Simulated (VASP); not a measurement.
A run of VASP 6.6.1 is set up as follows.

File INCAR:

```
SYSTEM = Bi3Te2S
ALGO = Normal ; EDIFF = 1E-6
ENCUT = 520 ; GGA = PE
ISIF = 2 ; ISMEAR = 0
LASPH = .True. ; LCHARG = .False.
LREAL = .False. ; LWAVE = .False.
NBANDS = 40 ; NELM = 80
PREC = Accurate ; SIGMA = 0.1
```

KPOINTS

```
k-points
0
Gamma
  4 4 4
  0 0 0
```

POSCAR

```
Bi3Te2S
1.0
    5.2618911800      0.0000000000      0.0000000000
    0.0000000000      5.2618911800      0.0000000000
    0.0000000000      0.0000000000      6.6300208500
Bi Te S
3 2 1
Direct
    0.5000000000      0.0000000000      0.4733394400
    0.0000000000      0.5000000000      0.4733394400
    0.5000000000      0.5000000000      0.8218914200
    0.0000000000      0.0000000000      0.1511891000
    0.0000000000      0.0000000000      0.7906731400
    0.0000000000      0.0000000000      0.4394499800
```

Potentials or basis: VASP PAW PBE potentials, release 64 (Bi_d, Te, S).

Command:

```sh
$ cat potpaw_PBE.64/Bi_d/POTCAR potpaw_PBE.64/Te/POTCAR potpaw_PBE.64/S/POTCAR > POTCAR
$ mpirun -np 1 vasp_std > vasp.out
```

(1) What does it give for the largest force?

(2) Estimate the band gap on the k mesh.

(3) Predict the pressure.

Answers

(1) 15.633 eV/Å.

(2) zero (an odd number of electrons rules out a gap without spin polarisation).

(3) 23.9 GPa.

Caveat: the stress differs along the axes, from 9 to 54 GPa; spin-orbit coupling is left out, which moves the levels of the heavy elements; an odd number of electrons without spin polarisation forces a metal; a magnetic or distorted state may lie lower.
